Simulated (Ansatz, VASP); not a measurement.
# Ti in VASP and in Ansatz

```
Ti
1.0
     0.00000    1.53742    1.53742
     1.53742    0.00000    1.53742
     1.53742    1.53742    0.00000
Ti
1
Direct
  0.00000 0.00000 0.00000
```

Change from the starting cell: volume scaled by 0.418, to set the pressure.

Alike in both runs: task single point; functional PBE; k mesh 21 × 21 × 21; occupations fermi-dirac, width 0.05 eV; no spin polarisation.

|  | VASP | Ansatz |
| --- | --- | --- |
| version | VASP 6.6.1 | Ansatz 0.2.0 |
| potentials or method | VASP PAW PBE potentials, release 64 (Ti_sv) | PAW with Ansatz's default frozen-core files, scalar-relativistic |
| plane-wave cutoff (eV) | 520 | 420 |
| valence electrons in the cell | 12 | 12 |

```tsv
	VASP	Ansatz	Ansatz less VASP
pressure (GPa)	365.2	354.8	-10.35
```

Both programs put the cell under a high pressure, so it lies far from rest at this level.

Noted on VASP's run: the cell as given lies far from equilibrium.
